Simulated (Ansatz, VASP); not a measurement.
# Two plane-wave programs on P

```
P
1.0
     2.44449    0.00000    0.00000
     0.00000    2.44449    0.00000
     0.00000    0.00000    2.44449
P
1
Direct
  0.00000 0.00000 0.00000
```

Change from the starting cell: the structure that the rattled cell fell into.

Alike in both runs: functional PBE; k mesh 22 × 22 × 22; occupations gaussian, width 0.1 eV; no spin polarisation.

Ansatz relaxed the structure, and its values are those at the end. VASP's run is a single point on that final structure, the one shown.

|  | VASP | Ansatz |
| --- | --- | --- |
| version | VASP 6.6.1 | Ansatz 0.2.0 |
| potentials or method | VASP PAW PBE potentials, release 64 (P), cutoff 520 eV | scalar-relativistic, plane waves, PAW |
| valence electrons in the cell | 5 | 5 |

|  | VASP | Ansatz | Ansatz less VASP |
| --- | --- | --- | --- |
| gap on the k mesh at the Fermi level (eV) | none | none | - |
| pressure (GPa) | -0.3 | 0.0 | +0.28 |

A gap of «none» marks a metal or a gap that the smearing closes. The functional is the same, so the differences come from potentials, cutoffs and numerics.
